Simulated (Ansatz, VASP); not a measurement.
**PbS: VASP beside Ansatz**

File INCAR:

```
  PREC = Accurate
  ENCUT = 520
  EDIFF = 1E-8
  ISMEAR = -1
  SIGMA = 0.01
  LREAL = False
  LASPH = True
  NELM = 80
  ALGO = Normal
  ISIF = 2
  LWAVE = False
  LCHARG = False
  GGA = PS
  LEFG = True
  NBANDS = 28
```

File KPOINTS:

```
Automatic mesh
0
Gamma
  7 7 3
```

File POSCAR:

```
PbS
1.0
    2.8816900000     -2.8420000000      0.0000000000
    2.8816900000      2.8420000000      0.0000000000
   -1.0584490000      0.0000000000     11.7092900000
Pb S
2 2
Direct
    0.7756000000      0.7756000000      0.6363800000
    0.2244000000      0.2244000000      0.3636200000
    0.2684000000      0.2684000000      0.5986000000
    0.7316000000      0.7316000000      0.4014000000
```

Input for Ansatz:

```yaml
crystal:
  lattice:
    - [2.88169, -2.842, 0.0]
    - [2.88169, 2.842, 0.0]
    - [-1.058449, 0.0, 11.70929]
  atoms:
    - { symbol: Pb, position: [0.7756, 0.7756, 0.63638] }
    - { symbol: Pb, position: [0.2244, 0.2244, 0.36362] }
    - { symbol: S, position: [0.2684, 0.2684, 0.5986] }
    - { symbol: S, position: [0.7316, 0.7316, 0.4014] }
kpoints:
  mp_grid: { grid: [7, 7, 3] }
scf:
  occupations: { method: fermi_dirac, width: 0.01 }
hamiltonian:
  xc: pbesol
  pseudopotentials: { kind: paw }
output:
  forces: true
  stress: true
  eigenvalues: true
  efg: { contact_densities: true }
```

Change from the starting cell: equal xx and yy strain of -2 %, PAW files.

Alike in both runs: task electric field gradients; functional PBEsol; k mesh 7 × 7 × 3; occupations fermi-dirac, width 0.01 eV; no spin polarisation.

|  | VASP | Ansatz |
| --- | --- | --- |
| version | VASP 6.6.1 | Ansatz 0.2.0 |
| potentials or method | VASP PAW PBE potentials, release 64 (Pb_d, S) | PAW with Ansatz's default frozen-core files, scalar-relativistic |
| plane-wave cutoff (eV) | 520 | 420 |
| valence electrons in the cell | 40 | 40 |

Ansatz gave:

| Quantity | Value |
| --- | --- |
| gap on the k mesh at the Fermi level (eV) | 1.09 |
| rms of the force components (eV/Å) | 0.209 |
| size of Vzz on the site where it differs most (V/Å²) | 61.1 |

Q: Which values does VASP return?

A: gap on the k mesh at the Fermi level (eV): 1.08; rms of the force components (eV/Å): 0.208; size of Vzz on the site where it differs most (V/Å²): 68.7.

VASP's potentials were made for PBE, not for PBEsol. Atom by atom the forces differ by 0.001 eV/Å (rms over components). One of these differences is far larger than is usual between the two programs; its cause wasn't traced. With one functional, cell and mesh, what is left measures potentials, basis and numerics.

Neither program's run includes spin-orbit coupling.
